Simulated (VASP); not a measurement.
# CdBr2 (R-3m) in VASP: single point with LDA

Aim: the single point of CdBr2 with LDA.

Everything below comes from runs of VASP 6.6.1. Logs are shortened: lines on timing, memory, paths and dates and some standing lists are left out, and cuts for length are marked.

## Step 1: The cell of the first run

The structure is trigonal, space group R-3m (No. 166). The conventional cell has a = 3.950 Å, b = 3.950 Å, c = 18.670 Å, α = 90.00°, β = 90.00°, γ = 120.00°. Within 3.6 Å of Cd (site symmetry -3m) lie 6 Br at 2.76 Å. Within 3.6 Å of Br (site symmetry 3m) lie 3 Cd at 2.76 Å.

## Step 2: Single point, LDA

The input, INCAR:

```
PREC = Accurate
ENCUT = 520
EDIFF = 1E-6
ISMEAR = 0
SIGMA = 0.01
LREAL = False
LASPH = True
NELM = 100
ALGO = Normal
ISIF = 2
LWAVE = False
LCHARG = False
NBANDS = 20
```

The input, KPOINTS:

```
Automatic mesh
0
Gamma
  3 3 3
```

The input, POSCAR:

```
CdBr2
1.0
    1.9750000000      1.1402667800      6.2233333300
   -1.9750000000      1.1402667800      6.2233333300
    0.0000000000     -2.2805335600      6.2233333300
Cd Br
1 2
Direct
    0.0000000000      0.0000000000      0.0000000000
    0.2500000000      0.2500000000      0.2500000000
    0.7500000000      0.7500000000      0.7500000000
```

Potentials or basis: VASP PAW LDA potentials, release 64 (Cd, Br).

Command:

```console
$ cat potpaw_LDA.64/Cd/POTCAR potpaw_LDA.64/Br/POTCAR > POTCAR
$ mpirun -np 1 vasp_std > vasp.out
```

OUTCAR:

```text
PREC = Accurate
   ENCUT = 520
   EDIFF = 1E-6
   ISMEAR = 0
   LREAL = False
   LASPH = True
   NELM = 100
   ISIF = 2

 ion  position               nearest neighbor table
   1  0.000  0.000  0.000-   3 2.76   2 2.76   3 2.76   3 2.76   2 2.76   2 2.76
   2  0.250  0.250  0.250-   1 2.76   1 2.76   1 2.76
   3  0.750  0.750  0.750-   1 2.76   1 2.76   1 2.76

  LATTYP: Found a trigonal (rhomboedric) cell.
 ALAT       =     6.6280246730
 COS(alpha) =     0.8224192189

  Lattice vectors:

 A1 = (   1.9750000000,   1.1402667800,   6.2233333300)
 A2 = (  -1.9750000000,   1.1402667800,   6.2233333300)
 A3 = (   0.0000000000,  -2.2805335600,   6.2233333300)

Analysis of symmetry for initial positions (statically):
=====================================================================
 Subroutine PRICEL returns:
 Original cell was already a primitive cell.

 Routine SETGRP: Setting up the symmetry group for a
 trigonal (rhombohedral) supercell.

 Subroutine GETGRP returns: Found 12 space group operations
 (whereof 12 operations were pure point group operations)
 out of a pool of 12 trial point group operations.

The static configuration has the point symmetry D_3d.

Analysis of symmetry for dynamics (positions and initial velocities):
=====================================================================
 Subroutine PRICEL returns:
 Original cell was already a primitive cell.

 Routine SETGRP: Setting up the symmetry group for a
 trigonal (rhombohedral) supercell.

 Subroutine GETGRP returns: Found 12 space group operations
 (whereof 12 operations were pure point group operations)
 out of a pool of 12 trial point group operations.

The dynamic configuration has the point symmetry D_3d.

 Subroutine INISYM returns: Found 12 space group operations
 (whereof 12 operations are pure point group operations),
 and found     1 'primitive' translations

----------------------------------------------------------------------------------------

                                     Primitive cell

  volume of cell :      84.0907

  direct lattice vectors                    reciprocal lattice vectors
     1.975000000  1.140266780  6.223333330     0.253164557  0.146164625  0.053561864
    -1.975000000  1.140266780  6.223333330    -0.253164557  0.146164625  0.053561864
     0.000000000 -2.280533560  6.223333330     0.000000000 -0.292329251  0.053561864

  length of vectors
     6.628024673  6.628024673  6.628024672     0.297195666  0.297195666  0.297195666

  position of ions in fractional coordinates (direct lattice)
     0.000000000  0.000000000  0.000000000
     0.250000000  0.250000000  0.250000000
     0.750000000  0.750000000  0.750000000

  ion indices of the primitive-cell ions
   primitive index   ion index
                 1           1
                 2           2
                 3           3

----------------------------------------------------------------------------------------

 KPOINTS: Automatic mesh

Automatic generation of k-mesh.
 Grid dimensions read from file:
 generate k-points for:    3    3    3

 Generating k-lattice:

  Cartesian coordinates                     Fractional coordinates (reciprocal lattice)
     0.084388186  0.048721542  0.017853955     0.333333333  0.000000000 -0.000000000
    -0.084388186  0.048721542  0.017853955     0.000000000  0.333333333 -0.000000000
     0.000000000 -0.097443084  0.017853955    -0.000000000 -0.000000000  0.333333333

  Length of vectors
     0.099065222  0.099065222  0.099065222

  Shift w.r.t. Gamma in fractional coordinates (k-lattice)
     0.000000000  0.000000000  0.000000000

 Subroutine IBZKPT returns following result:
 ===========================================

 Found      6 irreducible k-points:

 Following reciprocal coordinates:
            Coordinates               Weight
  0.000000  0.000000  0.000000      1.000000
  0.333333 -0.000000  0.000000      6.000000
  0.333333  0.333333  0.000000      6.000000
 -0.333333  0.333333  0.000000      6.000000
  0.333333  0.333333  0.333333      2.000000
 -0.333333  0.333333  0.333333      6.000000
   k-points           NKPTS =      6   k-points in BZ     NKDIM =      6   number of bands    NBANDS=     20
   number of dos      NEDOS =    301   number of ions     NIONS =      3
   total plane-waves  NPLWV = 125000
   dimension x,y,z NGX =    50 NGY =   50 NGZ =   50
   dimension x,y,z NGXF=   100 NGYF=  100 NGZF=  100
   ions per type =               1   2
   NGX,Y,Z   is equivalent  to a cutoff of  12.54, 12.54, 12.54 a.u.
   NGXF,Y,Z  is equivalent  to a cutoff of  25.08, 25.08, 25.08 a.u.
 SYSTEM =  unknown system
   PREC   = accura    normal or accurate (medium, high low for compatibility)
   ISTART =      0    job   : 0-new  1-cont  2-samecut
   ICHARG =      2    charge: 1-file 2-atom 10-const
   ISPIN  =      1    spin polarized calculation?
   LNONCOLLINEAR =      F non collinear calculations
   LSORBIT =      F    spin-orbit coupling
   LASPH  =      T    aspherical Exc in radial PAW
   ENCUT  =  520.0 eV  38.22 Ry    6.18 a.u.  12.32 12.32 12.32*2*pi/ulx,y,z
   NELM   =    100;   NELMIN=  2; NELMDL= -5     # of ELM steps
   EDIFF  = 0.1E-05   stopping-criterion for ELM
   LREAL  =      F    real-space projection
   EDIFFG = 0.1E-04   stopping-criterion for IOM
   NSW    =      0    number of steps for IOM
   IBRION =     -1    ionic relax: 0-MD 1-quasi-New 2-CG
   NFREE  =      0    steps in history (QN), initial steepest desc. (CG)
   ISIF   =      2    stress and relaxation
   ISYM   =      2    0-nonsym 1-usesym 2-fastsym
   POTIM  = 0.5000    time-step for ionic-motion
   TEBEG  =    0.0;   TEEND  =   0.0 temperature during run
   PSTRESS=    0.0 pullay stress
   NELECT =      26.0000    total number of electrons
   NUPDOWN=      -1.0000    fix difference up-down
   EMIN   =  10.00;   EMAX   =-10.00  energy-range for DOS
   EFERMI =   0.00;   METHOD = LEGACY
   ISMEAR =     0;   SIGMA  =   0.01  broadening in eV -4-tet -1-fermi 0-gaus
   EFERMI_NEDOS =   21; number of points for ismear=-14 and -15
   IALGO  =     38    algorithm
   IMIX   =      4    mixing-type and parameters
     AMIX     =   0.40;   BMIX     =  1.00
     AMIX_MAG =   1.60;   BMIX_MAG =  1.00
  volume/ion in A,a.u.               =      28.03       189.16
  Fermi-wavevector in a.u.,A,eV,Ry     =   1.107006  2.091938 16.673427  1.225462
  Thomas-Fermi vector in A             =   2.243515
   LORBIT       =      0    0 simple, 1 ext, 2 COOP (PROOUT), +10 PAW based schemes
   GGA     = CA    functional components
   LHFCALC =     F    Hartree Fock is set to
   AEXX    =    0.0000 exact exchange contribution
   IVDW    =     0    specifies the selected vdW correction
   LEPSILON=     F    determine dielectric tensor
   LRPA    =     F    only Hartree local field effects (RPA)
 non-spin polarized calculation
 Gauss-broadening in eV      SIGMA  =   0.01
  energy-cutoff  :      520.00
  volume of cell :       84.09
 maximum number of plane-waves:      2303
 NGX is ok and might be reduce to    50
   NGX = 25   NGY = 25   NGZ = 25

 number of electron      26.0000001 magnetization

 Free energy of the ion-electron system (eV)
  ---------------------------------------------------
  ext. energy  EPLUGINS =         0.00000000
  ---------------------------------------------------
  free energy    TOTEN  =        -8.16753948 eV

  energy without entropy =       -8.16753948  energy(sigma->0) =       -8.16753948

 E-fermi :   0.0594     XC(G=0):  -9.2854

 val. band max:       -0.0264165611   @ k =   0.3333   0.3333   0.0000
 cond. band min:       2.5942437204   @ k =   0.0000   0.0000   0.0000
 fundamental gap:      2.6206602814
 Fermi energy:         0.0594354315

 k-point     1 :       0.0000    0.0000    0.0000
  band No.  band energies     occupation
      1     -13.9733      2.00000
      2     -13.2979      2.00000
      3      -7.0919      2.00000
      4      -7.0919      2.00000
      5      -6.9629      2.00000
      6      -6.7625      2.00000
[... 12 lines left out ...]
     19      10.6268      0.00000
     20      10.6268      0.00000

 k-point     2 :       0.3333   -0.0000    0.0000
  band No.  band energies     occupation
      1     -13.5744      2.00000
      2     -13.2863      2.00000
      3      -7.0197      2.00000
      4      -6.9607      2.00000
      5      -6.8133      2.00000
      6      -6.7283      2.00000
[... 12 lines left out ...]
     19       9.2352      0.00000
     20      10.4567      0.00000

 k-point     3 :       0.3333    0.3333    0.0000
  band No.  band energies     occupation
      1     -13.5457      2.00000
      2     -13.3167      2.00000
      3      -7.0168      2.00000
      4      -6.9491      2.00000
      5      -6.7927      2.00000
      6      -6.7422      2.00000
[... 12 lines left out ...]
     19       9.6865      0.00000
     20      11.1038      0.00000

 k-point     4 :      -0.3333    0.3333    0.0000
  band No.  band energies     occupation
      1     -13.3153      2.00000
      2     -13.3153      2.00000
      3      -6.8834      2.00000
      4      -6.8764      2.00000
      5      -6.7566      2.00000
      6      -6.7544      2.00000
[... 12 lines left out ...]
     19       9.8279      0.00000
     20      10.8674      0.00000

 k-point     5 :       0.3333    0.3333    0.3333
  band No.  band energies     occupation
      1     -13.8595      2.00000
      2     -13.4399      2.00000
      3      -7.0902      2.00000
      4      -7.0902      2.00000
      5      -6.9337      2.00000
      6      -6.7623      2.00000
[... 12 lines left out ...]
     19       9.9224      0.00000
     20      10.9305      0.00000

 k-point     6 :      -0.3333    0.3333    0.3333
  band No.  band energies     occupation
      1     -13.4799      2.00000
      2     -13.3846      2.00000
      3      -7.0165      2.00000
      4      -6.9677      2.00000
      5      -6.8103      2.00000
      6      -6.7435      2.00000
[... 12 lines left out ...]
     19       9.2681      0.00000
     20      10.4091      0.00000

------------------------ aborting loop because EDIFF is reached ----------------------------------------

  FORCE on cell =-STRESS in cart. coord.  units (eV):
  Direction    XX          YY          ZZ          XY          YZ          ZX
  --------------------------------------------------------------------------------------
  -------------------------------------------------------------------------------------
  Total       -0.1505917     -0.1505917     -0.5915206     -0.0000000      0.0000000      0.0000000
  in kB       -2.8692199     -2.8692199    -11.2702242     -0.0000000      0.0000000      0.0000000
  external PRESSURE =      -5.6695547 kB  Pullay stress =       0.0000000 kB

 VOLUME and BASIS-vectors are now :
 -----------------------------------------------------------------------------
  energy-cutoff  :      520.00
  volume of cell :       84.09
      direct lattice vectors                 reciprocal lattice vectors
     1.975000000  1.140266780  6.223333330     0.253164557  0.146164625  0.053561864
    -1.975000000  1.140266780  6.223333330    -0.253164557  0.146164625  0.053561864
     0.000000000 -2.280533560  6.223333330     0.000000000 -0.292329251  0.053561864

 POSITION                                       TOTAL-FORCE (eV/Angst)
 -----------------------------------------------------------------------------------
      0.00000      0.00000      0.00000         0.000000      0.000000      0.000000
      0.00000      0.00000      4.66750        -0.000000      0.000000      0.105675
      0.00000      0.00000     14.00250        -0.000000     -0.000000     -0.105675
 -----------------------------------------------------------------------------------
    total drift:                               -0.000000     -0.000000     -0.000000

  FREE ENERGIE OF THE ION-ELECTRON SYSTEM (eV)
  ---------------------------------------------------
  free  energy   TOTEN  =        -8.1675394771 eV

  energy  without entropy=       -8.1675394771  energy(sigma->0) =       -8.16753948
```

Run time: 42 s. Hardware: 1 thread of AMD EPYC 7R13, shared host; peak memory 0.22 GiB.

Results:

```yaml
Free_energy: -8.1675 eV
Pressure: -0.6 GPa
Largest_force: 0.106 eV/Å
Band_gap_on_the_k_mesh: 2.62 eV, indirect (least direct gap 2.74 eV)
```

Forces in eV/Å, atoms in the order of the input:
```
Cd   0.000  0.000  0.000
Br   0.000  0.000  0.106
Br   0.000  0.000 -0.106
```

Stress tensor (GPa, compression positive):
```
-0.29  0.00  0.00
 0.00 -0.29  0.00
 0.00  0.00 -1.13
```

Caveat: the k points lie up to 0.62 Å⁻¹ apart.
